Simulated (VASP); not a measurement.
# C (I4_1/amd) in VASP: single point with HSE06

Aim: the single point of C with HSE06.

Program: VASP 6.6.1. These are calculated values, not measurements. Logs are shortened: lines on timing, memory, paths and dates and some standing lists are left out, and cuts for length are marked.

**1. The cell of the first run**

It takes space group I4_1/amd (No. 141, tetragonal). The conventional cell has a = 2.517 Å, b = 2.517 Å, c = 3.583 Å, α = 90.00°, β = 90.00°, γ = 90.00°. C (site symmetry -4m2) has 4 C at 1.54 Å within 2.1 Å.

**2. Single point, HSE06 (uniaxial z strain +0.6%)**

The input, POSCAR:

```
C
1.0
    0.0000000000      1.7801241411      1.7913389232
    1.7801241411      0.0000000000      1.7913389232
    1.7801241411      1.7801241411      0.0000000000
C
2
Direct
    0.0000000000      0.0000000000      0.0000000000
    0.2500000000      0.2500000000      0.2500000000
```

The input, INCAR.step1:

```
SYSTEM = C
ALGO = Normal
EDIFF = 1E-5
ENCUT = 520
GGA = PE
ISIF = 2
ISMEAR = 0
LASPH = .TRUE.
LCHARG = .FALSE.
LREAL = .FALSE.
LWAVE = .TRUE.
NBANDS = 11
NELM = 100
PREC = Accurate
SIGMA = 0.01
```

The input, INCAR.step2:

```
SYSTEM = C
ALGO = Normal
EDIFF = 1E-6
ENCUT = 520
GGA = PE
HFSCREEN = 0.2079
ISIF = 2
ISMEAR = 0
ISTART = 1
LASPH = .TRUE.
LCHARG = .FALSE.
LHFCALC = .TRUE.
LREAL = .FALSE.
LWAVE = .FALSE.
NBANDS = 11
NELM = 100
PREC = Accurate
PRECFOCK = Normal
SIGMA = 0.01
```

The input, KPOINTS:

```
k-points
0
G
  8 8 8
  0 0 0
```

Potentials or basis: VASP PAW PBE potentials, release 64 (C).

On the command line:

```bash
$ cat potpaw_PBE.64/C/POTCAR > POTCAR
$ cp INCAR.step1 INCAR
$ mpirun -np 1 vasp_std > vasp.out
$ cp INCAR.step2 INCAR
$ mpirun -np 1 vasp_std > vasp.out
```

OUTCAR:

```text
SYSTEM = C
   EDIFF = 1E-6
   ENCUT = 520
   GGA = PE
   HFSCREEN = 0.2079
   ISIF = 2
   ISMEAR = 0
   ISTART = 1
   LASPH = .TRUE.
   LHFCALC = .TRUE.
   LREAL = .FALSE.
   NELM = 100
   PREC = Accurate
   PRECFOCK = Normal

 ion  position               nearest neighbor table
   1  0.000  0.000  0.000-   2 1.54   2 1.54   2 1.54   2 1.54
   2  0.250  0.250  0.250-   1 1.54   1 1.54   1 1.54   1 1.54

  LATTYP: Found a body centered tetragonal cell.
 ALAT       =     2.5174757031
 C/A-ratio  =     1.4231231078

  Lattice vectors:

 A1 = (  -1.7801241411,   0.0000000000,   1.7913389232)
 A2 = (   1.7801241411,   0.0000000000,   1.7913389232)
 A3 = (   0.0000000000,   1.7801241411,  -1.7913389232)

Analysis of symmetry for initial positions (statically):
=====================================================================
 Subroutine PRICEL returns:
 Original cell was already a primitive cell.

 Routine SETGRP: Setting up the symmetry group for a
 body centered tetragonal supercell.

 Subroutine GETGRP returns: Found 16 space group operations
 (whereof  8 operations were pure point group operations)
 out of a pool of 16 trial point group operations.

The static configuration has the point symmetry D_2d.
 The point group associated with its full space group is D_4h.

Analysis of symmetry for dynamics (positions and initial velocities):
=====================================================================
 Subroutine PRICEL returns:
 Original cell was already a primitive cell.

 Routine SETGRP: Setting up the symmetry group for a
 body centered tetragonal supercell.

 Subroutine GETGRP returns: Found 16 space group operations
 (whereof  8 operations were pure point group operations)
 out of a pool of 16 trial point group operations.

The dynamic configuration has the point symmetry D_2d.
 The point group associated with its full space group is D_4h.

 Subroutine INISYM returns: Found 16 space group operations
 (whereof  8 operations are pure point group operations),
 and found     1 'primitive' translations

----------------------------------------------------------------------------------------

                                     Primitive cell

  volume of cell :      11.3529

  direct lattice vectors                    reciprocal lattice vectors
     0.000000000  1.780124141  1.791338923    -0.280879287  0.280879287  0.279120826
     1.780124141  0.000000000  1.791338923     0.280879287 -0.280879287  0.279120826
     1.780124141  1.780124141  0.000000000     0.280879287  0.280879287 -0.279120826

  length of vectors
     2.525418202  2.525418202  2.517475703     0.485484071  0.485484071  0.485484071

  position of ions in fractional coordinates (direct lattice)
     0.000000000  0.000000000  0.000000000
     0.250000000  0.250000000  0.250000000

  ion indices of the primitive-cell ions
   primitive index   ion index
                 1           1
                 2           2

----------------------------------------------------------------------------------------

 KPOINTS: k-points

Automatic generation of k-mesh.
 Grid dimensions read from file:
 generate k-points for:    8    8    8

 Generating k-lattice:

  Cartesian coordinates                     Fractional coordinates (reciprocal lattice)
    -0.035109911  0.035109911  0.034890103     0.125000000  0.000000000  0.000000000
     0.035109911 -0.035109911  0.034890103     0.000000000  0.125000000  0.000000000
     0.035109911  0.035109911 -0.034890103    -0.000000000 -0.000000000  0.125000000

  Length of vectors
     0.060685509  0.060685509  0.060685509

  Shift w.r.t. Gamma in fractional coordinates (k-lattice)
     0.000000000  0.000000000  0.000000000

 Subroutine IBZKPT returns following result:
 ===========================================

 Found     59 irreducible k-points:

 Following reciprocal coordinates:
            Coordinates               Weight
  0.000000  0.000000  0.000000      1.000000
  0.125000  0.000000  0.000000      8.000000
  0.250000  0.000000  0.000000      8.000000
  0.375000  0.000000  0.000000      8.000000
  0.500000  0.000000  0.000000      4.000000
  0.125000  0.125000  0.000000      2.000000
[... 16 lines left out ...]
  0.250000  0.000000  0.125000     16.000000
  0.375000  0.000000  0.125000     16.000000
 [... further k-points ...]
   k-points           NKPTS =     59   k-points in BZ     NKDIM =    512   number of bands    NBANDS=     11
   number of dos      NEDOS =    301   number of ions     NIONS =      2
   total plane-waves  NPLWV =   8000
   dimension x,y,z NGX =    20 NGY =   20 NGZ =   20
   dimension x,y,z NGXF=    40 NGYF=   40 NGZF=   40
   ions per type =               2
   NGX,Y,Z   is equivalent  to a cutoff of  13.17, 13.17, 13.21 a.u.
   NGXF,Y,Z  is equivalent  to a cutoff of  26.33, 26.33, 26.41 a.u.
 SYSTEM =  C
   PREC   = accura    normal or accurate (medium, high low for compatibility)
   ISTART =      1    job   : 0-new  1-cont  2-samecut
   ICHARG =      0    charge: 1-file 2-atom 10-const
   ISPIN  =      1    spin polarized calculation?
   LNONCOLLINEAR =      F non collinear calculations
   LSORBIT =      F    spin-orbit coupling
   LASPH  =      T    aspherical Exc in radial PAW
   ENCUT  =  520.0 eV  38.22 Ry    6.18 a.u.   4.70  4.70  4.68*2*pi/ulx,y,z
   NELM   =    100;   NELMIN=  2; NELMDL=  0     # of ELM steps
   EDIFF  = 0.1E-05   stopping-criterion for ELM
   LREAL  =      F    real-space projection
   EDIFFG = 0.1E-04   stopping-criterion for IOM
   NSW    =      0    number of steps for IOM
   IBRION =     -1    ionic relax: 0-MD 1-quasi-New 2-CG
   NFREE  =      0    steps in history (QN), initial steepest desc. (CG)
   ISIF   =      2    stress and relaxation
   ISYM   =      3    0-nonsym 1-usesym 2-fastsym
   POTIM  = 0.5000    time-step for ionic-motion
   TEBEG  =    0.0;   TEEND  =   0.0 temperature during run
   PSTRESS=    0.0 pullay stress
   NELECT =       8.0000    total number of electrons
   NUPDOWN=      -1.0000    fix difference up-down
   EMIN   =  10.00;   EMAX   =-10.00  energy-range for DOS
   EFERMI =   0.00;   METHOD = LEGACY
   ISMEAR =     0;   SIGMA  =   0.01  broadening in eV -4-tet -1-fermi 0-gaus
   EFERMI_NEDOS =   21; number of points for ismear=-14 and -15
   IALGO  =     38    algorithm
   IMIX   =      1    mixing-type and parameters
     AMIX     =   0.40;   BMIX     =  1.00
     AMIX_MAG =   1.60;   BMIX_MAG =  1.00
  volume/ion in A,a.u.               =       5.68        38.31
  Fermi-wavevector in a.u.,A,eV,Ry     =   1.456807  2.752966 28.875466  2.122287
  Thomas-Fermi vector in A             =   2.573682
   LORBIT       =      0    0 simple, 1 ext, 2 COOP (PROOUT), +10 PAW based schemes
   GGA     = PE    functional components
   LHFCALC =     T    Hartree Fock is set to
   PRECFOCK=normal    Normal, Fast or Accurate (Low or Medium for compatibility)
   ENCUT4O =  -1.0   cutoff for four orbital integrals eV
   NKREDX  =     1    reduce k-point grid by
   NKREDY  =     1    reduce k-point grid by
   NKREDZ  =     1    reduce k-point grid by
   AEXX    =    0.2500 exact exchange contribution
   HFSCREEN=    0.2079 screening length (either q_TF or 0.3 A-1)
   HFSCREENC=   0.2079 screening length for correlation (either q_TF or 0.3 A-1)
   ENCUTFOCK=  -1.0 apply spherical cutoff to Coloumb kernel
   IVDW    =     0    specifies the selected vdW correction
   LEPSILON=     F    determine dielectric tensor
   LRPA    =     F    only Hartree local field effects (RPA)
 non-spin polarized calculation
 Gauss-broadening in eV      SIGMA  =   0.01
  energy-cutoff  :      520.00
  volume of cell :       11.35
 maximum number of plane-waves:       318
  NGX = 16; NGY = 16; NGZ = 16

 number of electron       7.9999999 magnetization

 Free energy of the ion-electron system (eV)
  ---------------------------------------------------
  ext. energy  EPLUGINS =         0.00000000
  ---------------------------------------------------
  free energy    TOTEN  =       -21.04723754 eV

  energy without entropy =      -21.04723754  energy(sigma->0) =      -21.04723754

 E-fermi :   9.1792     XC(G=0): -10.8203

 val. band max:        9.1346333011   @ k =   0.0000   0.0000   0.0000
 cond. band min:      14.3258767199   @ k =   0.3750   0.0000   0.3750
 fundamental gap:      5.1912434188
 Fermi energy:         9.1792159510

 k-point     1 :       0.0000    0.0000    0.0000
  band No.  band energies     occupation
      1     -14.4231      2.00000
      2       9.0345      2.00000
      3       9.1346      2.00000
      4       9.1346      2.00000
      5      16.0428      0.00000
      6      16.0428      0.00000
      7      16.1230      0.00000
      8      24.3414      0.00000
      9      29.9343      0.00000
     10      37.2133      0.00000
     11      37.5591      0.00000

 k-point     2 :       0.1250    0.0000    0.0000
  band No.  band energies     occupation
      1     -13.9556      2.00000
      2       6.4948      2.00000
      3       8.3714      2.00000
      4       8.4457      2.00000
      5      16.9669      0.00000
      6      17.0032      0.00000
      7      17.3986      0.00000
      8      24.7440      0.00000
      9      30.6753      0.00000
     10      34.0940      0.00000
     11      34.3186      0.00000

 k-point     3 :       0.2500    0.0000    0.0000
  band No.  band energies     occupation
      1     -12.5673      2.00000
      2       1.8917      2.00000
      3       7.1648      2.00000
      4       7.2593      2.00000
      5      18.4150      0.00000
      6      18.4352      0.00000
      7      18.7380      0.00000
      8      25.7412      0.00000
      9      31.5515      0.00000
     10      33.0762      0.00000
     11      33.1793      0.00000
[... 267 lines left out ...]
 k-point    23 :       0.2500    0.0000    0.1250
  band No.  band energies     occupation
      1     -12.7135      2.00000
      2       3.5348      2.00000
      3       5.9747      2.00000
      4       6.9103      2.00000
      5      16.2477      0.00000
      6      20.0507      0.00000
      7      20.2496      0.00000
      8      23.6833      0.00000
      9      31.1531      0.00000
     10      32.0837      0.00000
     11      36.6293      0.00000

 k-point    24 :       0.3750    0.0000    0.1250
  band No.  band energies     occupation
      1     -10.7502      2.00000
      2      -0.8995      2.00000
      3       5.2431      2.00000
      4       5.6421      2.00000
      5      17.4865      0.00000
      6      20.7740      0.00000
      7      20.9715      0.00000
      8      24.3265      0.00000
      9      32.1209      0.00000
     10      33.0465      0.00000
     11      37.2194      0.00000

 [... further k-points ...]

------------------------ aborting loop because EDIFF is reached ----------------------------------------

  FORCE on cell =-STRESS in cart. coord.  units (eV):
  Direction    XX          YY          ZZ          XY          YZ          ZX
  --------------------------------------------------------------------------------------
  -------------------------------------------------------------------------------------
  Total       -0.3973840     -0.3973840     -0.8360741      0.0000000      0.0000000     -0.0000000
  in kB      -56.0805970    -56.0805970   -117.9904986      0.0000000      0.0000000     -0.0000000
  external PRESSURE =     -76.7172309 kB  Pullay stress =       0.0000000 kB

 VOLUME and BASIS-vectors are now :
 -----------------------------------------------------------------------------
  energy-cutoff  :      520.00
  volume of cell :       11.35
      direct lattice vectors                 reciprocal lattice vectors
     0.000000000  1.780124141  1.791338923    -0.280879287  0.280879287  0.279120826
     1.780124141  0.000000000  1.791338923     0.280879287 -0.280879287  0.279120826
     1.780124141  1.780124141  0.000000000     0.280879287  0.280879287 -0.279120826

 POSITION                                       TOTAL-FORCE (eV/Angst)
 -----------------------------------------------------------------------------------
      0.00000      0.00000      0.00000         0.000000      0.000000      0.000000
      0.89006      0.89006      0.89567        -0.000000     -0.000000     -0.000000
 -----------------------------------------------------------------------------------
    total drift:                                0.000000      0.000000     -0.000000

  FREE ENERGIE OF THE ION-ELECTRON SYSTEM (eV)
  ---------------------------------------------------
  free  energy   TOTEN  =       -21.0472375443 eV

  energy  without entropy=      -21.0472375443  energy(sigma->0) =      -21.04723754
```

Run time: 22 min. Hardware: 1 thread of Intel Xeon Platinum 8259CL at 2.50GHz (Skylake/Cascade Lake), shared host; peak memory 0.22 GiB.

What came out:

| Item | Value |
| --- | --- |
| Free energy | -21.0472 eV |
| Pressure | -7.7 GPa |
| Band gap on the k mesh | 5.19 eV (least direct gap 6.91 eV) |

Levels at points of the mesh, in eV from the valence-band top:
```csv
k point,band 2,band 3,band 4,band 5,band 6,band 7
"(0.00, 0.00, 0.00)",-0.10,0.00,0.00,6.91,6.91,6.99
"(0.50, 0.00, 0.00)",-14.64,-3.15,-3.04,9.91,10.01,10.33
"(0.50, 0.50, 0.00)",-14.17,-6.83,-6.83,5.97,5.97,19.15
"(0.50, 0.00, 0.50)",-14.06,-6.93,-6.93,5.82,5.82,19.18
```

Caveat: the cell differs from its parent crystal (uniaxial z strain +0.6%); the stress differs along the axes, from -12 to -6 GPa; the PAW data sets were made with another functional, which shifts forces and pressure a little. A k mesh can miss the band edges.
